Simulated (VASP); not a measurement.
Runs of VASP 6.6.1 on LiCl. The structure is that of space group Fm-3m (No. 225), or close to it. The cells are those of the table. 

```csv
cell,gap on the mesh (eV)
"a = 3.538, b = 3.538, c = 3.446 Å, angles 60.9, 60.9, 58.3°, 2 atoms",7.55
"a = 3.446 Å, angles 60.0°, 2 atoms",(b)
"a = 3.491, b = 3.491, c = 3.446 Å, angles 60.4, 60.4, 59.1°, 2 atoms",7.63
"a = 3.718 Å, angles 60.0°, 2 atoms",6.88
"a = 3.536 Å, angles 60.0°, 2 atoms",7.62
"a = 3.582, b = 3.582, c = 3.627 Å, angles 59.6, 59.6, 60.8°, 2 atoms",(a)
"a = 3.808 Å, angles 60.0°, 2 atoms",6.52
"a = 3.491, b = 3.491, c = 3.536 Å, angles 59.6, 59.6, 60.9°, 2 atoms",7.62
"a = 3.582, b = 3.582, c = 3.536 Å, angles 60.4, 60.4, 59.2°, 2 atoms",7.55
```

Alike in all rows: task single point; level r2SCAN; potentials or basis VASP PAW PBE potentials, release 64 (Li_sv, Cl); no spin polarisation; k mesh 8 × 8 × 8; cutoff (eV) 520; smearing gaussian 0.05 eV.

Question: Fill in the values left out.

Answer: (a) 7.44; (b) 7.71.

A k mesh can miss the band edges.
